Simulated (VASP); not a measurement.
## Zn3AsN: relaxation of cell and atoms with PBE

The system is Zn3AsN.

```xyz
5
Lattice="3.9437 0.0000 0.0000 0.0000 3.9437 0.0000 0.0000 0.0000 3.9437" Properties=species:S:1:pos:R:3 pbc="T T T"
Zn    0.0000    1.9719    1.9719
Zn    1.9719    0.0000    1.9719
Zn    1.9719    1.9719    0.0000
As    0.0000    0.0000    0.0000
N     1.9719    1.9719    1.9719
```

```
Program                : VASP 6.6.1
Task                   : relaxation of cell and atoms
Functional             : PBE
Potentials or basis    : VASP PAW PBE potentials, release 64 (Zn, As, N)
Cutoff                 : 600 eV
k mesh                 : 6 × 6 × 6
Occupations            : gaussian, width 0.1 eV
Spin                   : no spin polarisation
Dipole correction      : no
Further INCAR settings : ALGO = Normal; EDIFF = 1e-07; IBRION = 2; EDIFFG = -0.05; NSW = 100; ISIF = 3
```

The relaxed volume is 14.57 Å³/atom. The relaxed cell is a = 4.176 Å, b = 4.176 Å, c = 4.176 Å, α = 90.00°, β = 90.00°, γ = 90.00°, the space group after relaxing (to 0.05 Å) is Pm-3m (No. 221) and the energy gained by relaxing is 158.7 meV/atom. The ionic steps are 3. The pressure after relaxing is 0.1 GPa. The band gap on the k mesh is zero (band 23 reaches 3.89 eV, above the bottom of band 24 at 3.62 eV).

The path:
```
step  energy change (eV)  largest force (eV/Å)  pressure (GPa)  volume (Å³)
   1              0.0000                0.0000           25.95        61.34
   2             -0.5733                0.0000           -8.18        80.72
   3             -0.7933                0.0000            0.10        72.83
```

Final structure:
```
Zn As N
1.0
     4.17600    0.00000    0.00000
     0.00000    4.17600    0.00000
     0.00000    0.00000    4.17600
Zn As N
3 1 1
Direct
  0.00000 0.50000 0.50000
  0.50000 0.00000 0.50000
  0.50000 0.50000 0.00000
  0.00000 0.00000 0.00000
  0.50000 0.50000 0.50000
```

Levels at points of the mesh, in eV from the Fermi level:
```csv
k point,band 20,band 21,band 22,band 23,band 24,band 25,band 26,band 27
"(0.00, 0.00, 0.00)",-5.09,-0.67,-0.67,-0.67,-0.37,0.16,0.16,7.14
"(0.50, 0.00, 0.00)",-4.03,-4.01,-0.85,-0.85,1.46,2.69,3.30,4.67
"(0.50, 0.50, 0.00)",-3.42,-0.89,-0.65,-0.65,0.23,1.29,3.48,3.48
"(0.50, 0.50, 0.50)",-4.36,-4.08,-4.08,-4.08,3.52,3.52,3.52,6.12
```

Run time: 88 s on 1 thread of Intel(R) Xeon(R) Platinum 8488C (Sapphire Rapids), with other jobs on the host, peak memory 0.2 GiB.

Caveat: the volume moved by over 15 % at a fixed basis, so the end points are rough.
